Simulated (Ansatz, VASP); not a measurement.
**GaN: VASP beside Ansatz**

```xyz
2
Lattice="0.0000 2.2441 2.2441 2.2441 0.0000 2.2441 2.2441 2.2441 0.0000" Properties=species:S:1:pos:R:3 pbc="T T T"
Ga    0.0000    0.0000    0.0000
N     3.3662    3.3662    3.3662
```

Alike in both runs: functional r2SCAN; dispersion rVV10; k mesh 8 × 8 × 8; no spin polarisation.

Ansatz relaxed the structure, and its values are those at the end. VASP's run is a single point on that final structure, the one shown.

|  | VASP | Ansatz |
| --- | --- | --- |
| version | VASP 6.6.1 | Ansatz 0.2.0 |
| potentials or method | VASP PAW PBE potentials, release 64 (Ga_d, N), cutoff 520 eV | plane waves, PAW |
| occupations | methfessel-paxton of order 1, width 0.02 eV | cold, width 0.02 eV |
| valence electrons in the cell | 18 | 18 |

```tsv
	VASP	Ansatz	Ansatz less VASP
pressure (GPa)	1.1	0.0	-1.05
```

VASP's potentials were made for PBE, not for r2SCAN.
